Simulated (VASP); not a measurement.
Here is a VASP 6.6.1 calculation.

File INCAR:

```
SYSTEM = AlN
PREC = Accurate
ENCUT = 600
EDIFF = 1E-6
ISMEAR = 0
SIGMA = 0.02
LREAL = .False.
LASPH = .True.
NELM = 120
ALGO = Normal
ISIF = 2
LWAVE = .False.
LCHARG = .False.
GGA = PE
NBANDS = 11
GGA_COMPAT = .False.
```

KPOINTS

```
regular mesh
0
Gamma
  10 10 10
  0 0 0
```

POSCAR

```
AlN
1.0
    0.0000000000      2.0927865955      2.0927865955
    2.0927865955      0.0000000000      2.0927865955
    2.0927865955      2.0927865955      0.0000000000
Al N
1 1
Direct
    0.5000000000      0.5000000000      0.5000000000
    0.0000000000      0.0000000000      0.0000000000
```

Potentials or basis: VASP PAW PBE potentials, release 64 (Al, N).

Run with:

```sh
$ cat potpaw_PBE.64/Al/POTCAR potpaw_PBE.64/N/POTCAR > POTCAR
$ mpirun -np 1 vasp_std > vasp.out
```

Predict the pressure.

-18.1 GPa.

Estimate the band gap on the k mesh.

3.65 eV, indirect (least direct gap 4.26 eV).

A k mesh can miss the band edges. A hybrid or GW would open this gap; PBE tends to underestimate it.
